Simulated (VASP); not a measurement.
# LiMg8 in VASP: notebook

The runs below take LiMg8 through single point, with LDA.

Program: VASP 6.6.1. These are calculated values, not measurements. Logs are shortened: lines on timing, memory, paths and dates and some standing lists are left out, and cuts for length are marked.

### Step 1. The cell of the first run

The cell holds a slab with vacuum, 9 atoms: a = 6.293 Å, b = 5.039 Å, c = 19.085 Å, α = 90.00°, β = 90.00°, γ = 90.00°.

### Step 2. Single point, LDA

INCAR

```
SYSTEM = LiMg8
PREC = Accurate
ENCUT = 520
EDIFF = 1E-6
ISMEAR = 0
SIGMA = 0.1
LREAL = .FALSE.
LASPH = .TRUE.
NELM = 60
ALGO = Normal
ISIF = 2
LWAVE = .FALSE.
LCHARG = .FALSE.
LDIPOL = .TRUE.
IDIPOL = 3
DIPOL = 0.5 0.5 0.330
GGA = CA
NBANDS = 20
```

KPOINTS

```
Automatic mesh
0
G
  4 5 1
  0 0 0
```

POSCAR

```
LiMg8
1.0
    6.2932257366      0.0000000000      0.0000000000
    0.0000000000      5.0388886594      0.0000000000
    0.0000000000      0.0000000000     19.0846137325
Mg Li
8 1
Direct
    0.0000000000      0.7500000000      0.2095929242
    0.5000000000      0.7500000000      0.2095929242
    0.2500000000      0.2500000000      0.2571887995
    0.7500000000      0.2500000000      0.2571887995
    0.2500000000      0.7500000000      0.3565915112
    0.7500000000      0.7500000000      0.3565915112
    0.0000000000      0.2500000000      0.3974203428
    0.5000000000      0.2500000000      0.3974203428
    0.0000000000      0.3750000000      0.5296595895
```

Potentials or basis: VASP PAW LDA potentials, release 64 (Mg, Li_sv).

Command:

```console
$ cat potpaw_LDA.64/Mg/POTCAR potpaw_LDA.64/Li_sv/POTCAR > POTCAR
$ mpirun -np 1 vasp_std > vasp.out
```

OUTCAR:

```text
SYSTEM = LiMg8
   PREC = Accurate
   ENCUT = 520
   EDIFF = 1E-6
   ISMEAR = 0
   LREAL = .FALSE.
   LASPH = .TRUE.
   NELM = 60
   ISIF = 2
   GGA = CA

 ion  position               nearest neighbor table
   1  0.000  0.750  0.210-   3 3.11   4 3.11   3 3.11   4 3.11   2 3.15   2 3.15   6 3.22   5 3.22

   2  0.500  0.750  0.210-   3 3.11   4 3.11   3 3.11   4 3.11   1 3.15   1 3.15   6 3.22   5 3.22

   3  0.250  0.250  0.257-   7 3.10   8 3.10   1 3.11   2 3.11   1 3.11   2 3.11   4 3.15   4 3.15
                             5 3.15   5 3.15
   4  0.750  0.250  0.257-   7 3.10   8 3.10   1 3.11   2 3.11   1 3.11   2 3.11   3 3.15   3 3.15
                             6 3.15   6 3.15
   5  0.250  0.750  0.357-   7 3.07   8 3.07   7 3.07   8 3.07   6 3.15   6 3.15   3 3.15   3 3.15
                             1 3.22   2 3.22
   6  0.750  0.750  0.357-   7 3.07   8 3.07   7 3.07   8 3.07   5 3.15   5 3.15   4 3.15   4 3.15
                             1 3.22   2 3.22
   7  0.000  0.250  0.397-   9 2.60   6 3.07   5 3.07   5 3.07   6 3.07   4 3.10   3 3.10   8 3.15
                             8 3.15
   8  0.500  0.250  0.397-   5 3.07   6 3.07   5 3.07   6 3.07   3 3.10   4 3.10   7 3.15   7 3.15

   9  0.000  0.375  0.530-   7 2.60

  LATTYP: Found a simple orthorhombic cell.
 ALAT       =     5.0388886594
 B/A-ratio  =     1.2489312946
 C/A-ratio  =     3.7874648603

  Lattice vectors:

 A1 = (   0.0000000000,  -5.0388886594,   0.0000000000)
 A2 = (   6.2932257366,   0.0000000000,   0.0000000000)
 A3 = (   0.0000000000,   0.0000000000,  19.0846137325)

Analysis of symmetry for initial positions (statically):
=====================================================================
 Subroutine PRICEL returns:
 Original cell was already a primitive cell.

 Routine SETGRP: Setting up the symmetry group for a
 simple orthorhombic supercell.

 Subroutine GETGRP returns: Found  2 space group operations
 (whereof  2 operations were pure point group operations)
 out of a pool of  8 trial point group operations.

The static configuration has the point symmetry C_1h.

Analysis of symmetry for dynamics (positions and initial velocities):
=====================================================================
 Subroutine PRICEL returns:
 Original cell was already a primitive cell.

 Routine SETGRP: Setting up the symmetry group for a
 simple orthorhombic supercell.

 Subroutine GETGRP returns: Found  2 space group operations
 (whereof  2 operations were pure point group operations)
 out of a pool of  8 trial point group operations.

The dynamic configuration has the point symmetry C_1h.

 Subroutine INISYM returns: Found  2 space group operations
 (whereof  2 operations are pure point group operations),
 and found     1 'primitive' translations

----------------------------------------------------------------------------------------

                                     Primitive cell

  volume of cell :     605.1896

  direct lattice vectors                    reciprocal lattice vectors
     6.293225737  0.000000000  0.000000000     0.158901022  0.000000000  0.000000000
     0.000000000  5.038888659  0.000000000     0.000000000  0.198456459  0.000000000
     0.000000000  0.000000000 19.084613732     0.000000000  0.000000000  0.052398231

  length of vectors
     6.293225737  5.038888659 19.084613732     0.158901022  0.198456459  0.052398231

  position of ions in fractional coordinates (direct lattice)
     0.000000000  0.750000000  0.209592924
     0.500000000  0.750000000  0.209592924
     0.250000000  0.250000000  0.257188799
     0.750000000  0.250000000  0.257188799
     0.250000000  0.750000000  0.356591511
     0.750000000  0.750000000  0.356591511
     0.000000000  0.250000000  0.397420343
     0.500000000  0.250000000  0.397420343
     0.000000000  0.375000000  0.529659589

  ion indices of the primitive-cell ions
   primitive index   ion index
                 1           1
                 2           2
                 3           3
                 4           4
                 5           5
                 6           6
                 7           7
                 8           8
                 9           9

----------------------------------------------------------------------------------------

 KPOINTS: Automatic mesh

Automatic generation of k-mesh.
 Grid dimensions read from file:
 generate k-points for:    4    5    1

 Generating k-lattice:

  Cartesian coordinates                     Fractional coordinates (reciprocal lattice)
     0.039725255  0.000000000  0.000000000     0.250000000  0.000000000  0.000000000
     0.000000000  0.039691292  0.000000000     0.000000000  0.200000000  0.000000000
     0.000000000  0.000000000  0.052398231     0.000000000  0.000000000  1.000000000

  Length of vectors
     0.039725255  0.039691292  0.052398231

  Shift w.r.t. Gamma in fractional coordinates (k-lattice)
     0.000000000  0.000000000  0.000000000

 Subroutine IBZKPT returns following result:
 ===========================================

 Found      9 irreducible k-points:

 Following reciprocal coordinates:
            Coordinates               Weight
  0.000000  0.000000  0.000000      1.000000
  0.250000  0.000000  0.000000      2.000000
  0.500000  0.000000  0.000000      1.000000
  0.000000  0.200000  0.000000      2.000000
  0.250000  0.200000  0.000000      4.000000
  0.500000  0.200000  0.000000      2.000000
  0.000000  0.400000  0.000000      2.000000
  0.250000  0.400000  0.000000      4.000000
  0.500000  0.400000  0.000000      2.000000
   k-points           NKPTS =      9   k-points in BZ     NKDIM =      9   number of bands    NBANDS=     20
   number of dos      NEDOS =    301   number of ions     NIONS =      9
   total plane-waves  NPLWV = 276480
   dimension x,y,z NGX =    48 NGY =   40 NGZ =  144
   dimension x,y,z NGXF=    96 NGYF=   80 NGZF=  288
   ions per type =               8   1
   NGX,Y,Z   is equivalent  to a cutoff of  12.68, 13.20, 12.54 a.u.
   NGXF,Y,Z  is equivalent  to a cutoff of  25.36, 26.39, 25.09 a.u.
 SYSTEM =  LiMg8
   PREC   = accura    normal or accurate (medium, high low for compatibility)
   ISTART =      0    job   : 0-new  1-cont  2-samecut
   ICHARG =      2    charge: 1-file 2-atom 10-const
   ISPIN  =      1    spin polarized calculation?
   LNONCOLLINEAR =      F non collinear calculations
   LSORBIT =      F    spin-orbit coupling
   LASPH  =      T    aspherical Exc in radial PAW
   ENCUT  =  520.0 eV  38.22 Ry    6.18 a.u.  11.70  9.37 35.48*2*pi/ulx,y,z
   NELM   =     60;   NELMIN=  2; NELMDL= -5     # of ELM steps
   EDIFF  = 0.1E-05   stopping-criterion for ELM
   LREAL  =      F    real-space projection
   EDIFFG = 0.1E-04   stopping-criterion for IOM
   NSW    =      0    number of steps for IOM
   IBRION =     -1    ionic relax: 0-MD 1-quasi-New 2-CG
   NFREE  =      0    steps in history (QN), initial steepest desc. (CG)
   ISIF   =      2    stress and relaxation
   ISYM   =      2    0-nonsym 1-usesym 2-fastsym
   POTIM  = 0.5000    time-step for ionic-motion
   TEBEG  =    0.0;   TEEND  =   0.0 temperature during run
   PSTRESS=    0.0 pullay stress
   NELECT =      19.0000    total number of electrons
   NUPDOWN=      -1.0000    fix difference up-down
   EMIN   =  10.00;   EMAX   =-10.00  energy-range for DOS
   EFERMI =   0.00;   METHOD = LEGACY
   ISMEAR =     0;   SIGMA  =   0.10  broadening in eV -4-tet -1-fermi 0-gaus
   EFERMI_NEDOS =   21; number of points for ismear=-14 and -15
   IALGO  =     38    algorithm
   IMIX   =      4    mixing-type and parameters
     AMIX     =   0.40;   BMIX     =  1.00
     AMIX_MAG =   1.60;   BMIX_MAG =  1.00
  volume/ion in A,a.u.               =      67.24       453.78
  Fermi-wavevector in a.u.,A,eV,Ry     =   0.516451  0.975950  3.628964  0.266721
  Thomas-Fermi vector in A             =   1.532387
   LORBIT       =      0    0 simple, 1 ext, 2 COOP (PROOUT), +10 PAW based schemes
   GGA     = CA    functional components
   LHFCALC =     F    Hartree Fock is set to
   AEXX    =    0.0000 exact exchange contribution
   IVDW    =     0    specifies the selected vdW correction
   LEPSILON=     F    determine dielectric tensor
   LRPA    =     F    only Hartree local field effects (RPA)
 non-spin polarized calculation
 Gauss-broadening in eV      SIGMA  =   0.10
  energy-cutoff  :      520.00
  volume of cell :      605.19
 maximum number of plane-waves:     16352
 NGX is ok and might be reduce to    48
   NGX = 23   NGY = 19   NGZ = 71

 number of electron      19.0000003 magnetization

 dipolmoment           0.000000      0.000000     -0.283872 electrons x Angstroem

 Free energy of the ion-electron system (eV)
  ---------------------------------------------------
  ext. energy  EPLUGINS =         0.00000000
  ---------------------------------------------------
  free energy    TOTEN  =       -13.00483171 eV

  energy without entropy =      -12.98524471  energy(sigma->0) =      -12.99503821

 E-fermi :  -1.1457     XC(G=0):  -3.9565

 val. band max:       -1.2148514533   @ k =   0.0000   0.2000   0.0000
 cond. band min:      -1.1191437634   @ k =   0.0000   0.0000   0.0000
 fundamental gap:      0.0957076899
 Fermi energy:        -1.1457005336

 k-point     1 :       0.0000    0.0000    0.0000
  band No.  band energies     occupation
      1     -49.0713      2.00000
      2      -7.3789      2.00000
      3      -5.2577      2.00000
      4      -3.7317      2.00000
      5      -3.6161      2.00000
      6      -2.7510      2.00000
[... 12 lines left out ...]
     19       1.6440      0.00000
     20       2.0556      0.00000
[... 162 lines left out ...]
 k-point     9 :       0.5000    0.4000    0.0000
  band No.  band energies     occupation
      1     -49.0713      2.00000
      2      -5.5289      2.00000
      3      -5.5026      2.00000
      4      -4.4196      2.00000
      5      -4.3865      2.00000
      6      -3.4063      2.00000
[... 12 lines left out ...]
     19       2.2016      0.00000
     20       2.3294      0.00000

------------------------ aborting loop because EDIFF is reached ----------------------------------------

 vacuum level on the upper side and lower side of the slab       (xc-potential included)        -1.187         0.497

  FORCE on cell =-STRESS in cart. coord.  units (eV):
  Direction    XX          YY          ZZ          XY          YZ          ZX
  --------------------------------------------------------------------------------------
  -------------------------------------------------------------------------------------
  Total       -2.7279838     -2.6197712     -1.4048431      0.0000000      0.6097605      0.0000000
  in kB       -7.2220572     -6.9355754     -3.7191780      0.0000000      1.6142784      0.0000000
  external PRESSURE =      -5.9589369 kB  Pullay stress =       0.0000000 kB

 VOLUME and BASIS-vectors are now :
 -----------------------------------------------------------------------------
  energy-cutoff  :      520.00
  volume of cell :      605.19
      direct lattice vectors                 reciprocal lattice vectors
     6.293225737  0.000000000  0.000000000     0.158901022  0.000000000  0.000000000
     0.000000000  5.038888659  0.000000000     0.000000000  0.198456459  0.000000000
     0.000000000  0.000000000 19.084613732     0.000000000  0.000000000  0.052398231

 POSITION                                       TOTAL-FORCE (eV/Angst)
 -----------------------------------------------------------------------------------
      0.00000      3.77917      4.00000         0.000000     -0.002868      0.256958
      3.14661      3.77917      4.00000         0.000000      0.000187      0.294795
      1.57331      1.25972      4.90835        -0.004447     -0.001608     -0.143983
      4.71992      1.25972      4.90835         0.004447     -0.001608     -0.143983
      1.57331      3.77917      6.80541         0.007747     -0.026854      0.084714
      4.71992      3.77917      6.80541        -0.007747     -0.026854      0.084714
      0.00000      1.25972      7.58461         0.000000     -0.185421     -0.571092
      3.14661      1.25972      7.58461         0.000000      0.027127      0.160033
      0.00000      1.88958     10.10835         0.000000      0.217898     -0.022158
 -----------------------------------------------------------------------------------
    total drift:                                0.000000      0.000036     -0.000286

  FREE ENERGIE OF THE ION-ELECTRON SYSTEM (eV)
  ---------------------------------------------------
  free  energy   TOTEN  =       -13.0048317103 eV

  energy  without entropy=      -12.9852447071  energy(sigma->0) =      -12.99503821

 vacuum level on the upper side and lower side of the slab         0.495         2.224
```

It took 2.9 min on 1 thread of Intel Xeon 6975P-C, shared host; peak memory 0.47 GiB.

What came out:

```
Free energy   : -13.0048 eV
Largest force : 0.600 eV/Å
```

Forces on the atoms (eV/Å):
```
Mg   0.000 -0.003  0.257
Mg   0.000  0.000  0.295
Mg  -0.004 -0.002 -0.144
Mg   0.004 -0.002 -0.144
Mg   0.008 -0.027  0.085
Mg  -0.008 -0.027  0.085
Mg   0.000 -0.185 -0.571
Mg   0.000  0.027  0.160
Li   0.000  0.218 -0.022
```

Levels at points of the mesh, in eV from the Fermi level:
```tsv
k point	band 6	band 7	band 8	band 9	band 10	band 11	band 12	band 13	band 14	band 15
(0.00, 0.00, 0.00)	-1.61	-0.81	-0.63	-0.29	-0.09	0.03	1.13	1.28	1.78	2.03
(0.50, 0.00, 0.00)	-0.89	-0.51	0.04	0.06	0.60	0.76	0.78	1.29	1.70	1.72
```

Caveat: the cutoff is under 1.25 times the usual one of these potentials, so pressure, stress and relaxed cells hold a basis-set (Pulay) error.

(Continued in part 2 of 2.)
